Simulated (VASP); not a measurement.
Write the native input for VASP 6.6.1 that does the following.

```yaml
Task: single point
Functional: PBE
Potentials_or_basis: VASP PAW PBE potentials, release 64 (In_d, Sb)
Cutoff: 520 eV
k_mesh: 11 × 11 × 11
Occupations: fermi-dirac, width 0.05 eV
Spin: no spin polarisation
Dipole_correction: no
Further_INCAR_settings: ALGO = Normal; EDIFF = 1e-06; NBANDS = 16
```

The structure of InSb (rocksalt type) lies in POSCAR:

```
InSb
1.0
    0.0000000000      2.6499662800      2.6499662800
    2.6499662800      0.0000000000      2.6499662800
    2.6499662800      2.6499662800      0.0000000000
In Sb
1 1
Direct
    0.0000000000      0.0000000000      0.0000000000
    0.5000000000      0.5000000000      0.5000000000
```

The input as run:

INCAR

```
ALGO = Normal
EDIFF = 1E-6
ENCUT = 520
GGA = PE
ISIF = 2
ISMEAR = -1
LASPH = True
LCHARG = False
LREAL = False
LWAVE = False
NBANDS = 16
NELM = 60
PREC = Accurate
SIGMA = 0.05
```

KPOINTS

```
k-points
0
Gamma
  11 11 11
```

Potentials or basis: VASP PAW PBE potentials, release 64 (In_d, Sb).

Run with:

```sh
$ cat potpaw_PBE.64/In_d/POTCAR potpaw_PBE.64/Sb/POTCAR > POTCAR
$ mpirun -np 1 vasp_std > vasp.out
```

It gave:

```yaml
Pressure: 63.2 GPa
Band_gap_on_the_k_mesh: zero (bands 9 and 10 overlap by 3.83 eV)
```

Caveat: the cell stands under pressure; spin-orbit coupling is left out, which moves the levels of the heavy elements.

Run time: 54 s on 1 thread of Intel Xeon 8259CL, with other jobs on the host, peak memory 0.18 GiB.
